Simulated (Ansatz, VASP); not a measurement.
## SrZr2O3: VASP beside Ansatz

```
Sr Zr O
1.0
     5.57130    0.00000    0.00000
    -2.78565    4.82489    0.00000
     0.00000    0.00000    3.12402
Sr Zr O
1 2 3
Direct
  0.00000 0.00000 0.50000
  0.33333 0.66667 0.00000
  0.66667 0.33333 0.00000
  0.50000 0.00000 0.50000
  0.00000 0.50000 0.50000
  0.50000 0.50000 0.50000
```

Alike in both runs: functional PBE; k mesh 3 × 3 × 2; occupations gaussian, width 0.15 eV; no spin polarisation.

Ansatz relaxed the structure, and its values are those at the end. VASP's run is a single point on that final structure, the one shown.

```csv
,VASP,Ansatz
version,VASP 6.6.1,Ansatz 0.2.0
potentials or method,"VASP PAW PBE potentials, release 64 (Sr_sv, Zr_sv, O), cutoff 600 eV","scalar-relativistic, plane waves, PAW"
valence electrons in the cell,52,52
```

Ansatz gave:

- gap on the k mesh at the Fermi level (eV): none
- pressure (GPa): 0.3

Q: Which values does VASP return?

A: gap on the k mesh at the Fermi level (eV): none; pressure (GPa): 0.5.

A gap of «none» marks a metal or a gap that the smearing closes. With one functional, cell and mesh, what is left measures potentials, basis and numerics.

The k mesh is coarse, so the values compare programs but aren't converged.
